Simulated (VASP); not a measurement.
Wanted: the native input for a VASP 6.6.1 run.

```
Task                   : relaxation of shape and atoms at fixed volume
Functional             : PBEsol
Potentials or basis    : VASP PAW PBE potentials, release 64 (Mg, O)
Cutoff                 : 600 eV
k mesh                 : 12 × 12 × 12
Occupations            : gaussian, width 0.02 eV
Spin                   : no spin polarisation
Dipole correction      : no
Further INCAR settings : ALGO = Normal; EDIFF = 1e-06; IBRION = 2; EDIFFG = -0.01; NSW = 50; ISIF = 4
```

The structure of MgO2 lies in POSCAR:

```
MgO2
1.0
    1.5678241584      0.9051836999      3.4224452950
   -1.5678241584      0.9051836999      3.4224452950
    0.0000000000     -1.8103673998      3.4224452950
Mg O
1 2
Direct
    0.0000000000      0.0000000000      0.0000000000
    0.4291433726      0.4291433726      0.4291433726
    0.5708566274      0.5708566274      0.5708566274
```

This cell differs from its parent crystal: volume scaled by 0.97.

The input as run:

INCAR

```
ALGO = Normal
EDIFF = 1E-6
EDIFFG = -0.01
ENCUT = 600
GGA = PS
IBRION = 2
ISIF = 4
ISMEAR = 0
LASPH = True
LCHARG = False
LREAL = False
LWAVE = False
NELM = 80
NSW = 50
PREC = Accurate
SIGMA = 0.02
```

KPOINTS

```
k-points
0
Gamma
  12 12 12
```

Potentials or basis: VASP PAW PBE potentials, release 64 (Mg, O).

The run is started by

```sh
$ cat potpaw_PBE.64/Mg/POTCAR potpaw_PBE.64/O/POTCAR > POTCAR
$ mpirun -np 1 vasp_std > vasp.out
```

It gave:

| Quantity | Value |
| --- | --- |
| Energy gained by relaxing | 1.1 meV/atom |
| Ionic steps | 6 |
| Pressure after relaxing | 3.6 GPa |
| Band gap on the k mesh | 2.48 eV, direct |

Caveat: the PAW data sets were made with another functional, which shifts forces and pressure a little.

Run time: 70 s on 1 thread of Intel(R) Xeon(R) 6975P-C (Granite Rapids), on a shared host, peak memory 0.25 GiB.
